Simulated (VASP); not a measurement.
A run of VASP 6.6.1 is set up as follows.

INCAR

```
PREC = Accurate
ENCUT = 500
EDIFF = 1E-6
ISMEAR = 0
SIGMA = 0.1
LREAL = F
LASPH = T
NELM = 120
ALGO = Normal
ISIF = 2
LWAVE = F
LCHARG = T
GGA = PE
LELF = T
LVHAR = T
NBANDS = 14
GGA_COMPAT = F
```

The input KPOINTS:

```
Automatic mesh
0
Gamma
  18 18 10
```

POSCAR

```
TiAl
1.0
    2.7603420240      0.0000000000      0.0000000000
   -1.3801710120      2.3905263159      0.0000000000
    0.0000000000      0.0000000000      4.9246647549
Ti Al
1 1
Direct
    0.0000000000      0.0000000000      0.0000000000
    0.3333333300      0.6666666700      0.5000000000
```

Potentials or basis: VASP PAW PBE potentials, release 64 (Ti_sv, Al).

Command:

```bash
$ cat potpaw_PBE.64/Ti_sv/POTCAR potpaw_PBE.64/Al/POTCAR > POTCAR
$ mpirun -np 1 vasp_std > vasp.out
```

Task: What does it give for the band gap on the k mesh?

Result: Zero (an odd number of electrons rules out a gap without spin polarisation).

Task: Estimate the pressure.

Result: 2.7 GPa.

Stress tensor (GPa, compression positive):
```
 8.34  0.00  0.00
 0.00  8.34  0.00
 0.00  0.00 -8.63
```

Caveat: the cell differs from its parent crystal (strained); the stress differs along the axes, from -9 to 8 GPa.
